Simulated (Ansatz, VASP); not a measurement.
SiO2 in VASP and in Ansatz

```
Si O
1.0
     5.17861    0.00000    0.00000
     0.00000    5.17861    0.00000
     0.00000    0.00000    7.21590
Si O
4 8
Direct
  0.21938 0.21938 0.00000
  0.28062 0.71938 0.75000
  0.71938 0.28062 0.25000
  0.78062 0.78062 0.50000
  0.56586 0.74541 0.66064
  0.43414 0.25459 0.16064
  0.74541 0.56586 0.33936
  0.24541 0.93414 0.91064
  0.25459 0.43414 0.83936
  0.06586 0.75459 0.58936
  0.93414 0.24541 0.08936
  0.75459 0.06586 0.41064
```

Alike in both runs: task single point; functional PBEsol; k mesh 6 × 6 × 4; occupations gaussian, width 0.02 eV; no spin polarisation.

|  | VASP | Ansatz |
| --- | --- | --- |
| version | VASP 6.6.1 | Ansatz 0.2.0 |
| potentials or method | VASP PAW PBE potentials, release 64 (Si, O), cutoff 520 eV | scalar-relativistic, plane waves, PAW |
| valence electrons in the cell | 64 | 64 |

```csv
,VASP,Ansatz,Ansatz less VASP
gap on the k mesh at the Fermi level (eV),5.48,5.48,-0.001
least direct gap on the mesh (eV),5.48,5.48,-0.001
pressure (GPa),-0.6,-1.0,-0.42
"traceless stress, the component that is largest in VASP (GPa)",0.34,0.36,+0.020
rms of the force components (eV/Å),0.009,0.003,-0.0060
```

VASP's potentials were made for PBE, not for PBEsol. Atom by atom the forces differ by 0.008 eV/Å (rms over components). The functional is the same, so the differences come from potentials, cutoffs and numerics.
